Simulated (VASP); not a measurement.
Input of a VASP 6.6.1 run:

File INCAR:

```
PREC = Accurate
ENCUT = 520
EDIFF = 1E-7
ISMEAR = 0
SIGMA = 0.1
LREAL = F
LASPH = T
NELM = 100
ALGO = Fast
ISIF = 2
LWAVE = F
LCHARG = T
GGA = PE
LELF = T
LVHAR = T
NBANDS = 22
```

File KPOINTS:

```
regular mesh
0
Gamma
  6 6 6
```

The input POSCAR:

```
ScGaS
1.0
    4.4556948400      0.0000000000      0.0000000000
   -2.2278474200      3.8587449200      0.0000000000
    0.0000000000      0.0000000000      3.5732266400
Sc Ga S
1 1 1
Direct
    0.0000000000      0.0000000000      0.5000000000
    0.3333333300      0.6666666700      0.5000000000
    0.6666666700      0.3333333300      0.0000000000
```

Potentials or basis: VASP PAW PBE potentials, release 64 (Sc_sv, Ga_d, S).

Command:

```bash
$ cat potpaw_PBE.64/Sc_sv/POTCAR potpaw_PBE.64/Ga_d/POTCAR potpaw_PBE.64/S/POTCAR > POTCAR
$ mpirun -np 1 vasp_std > vasp.out
```

(1) What does it give for the pressure?

(2) What does it give for the band gap on the k mesh?

Results:

(1) 1.1 GPa.

(2) zero (bands 15 and 16 overlap by 1.17 eV).

Caveat: the stress differs along the axes, from -3 to 3 GPa.
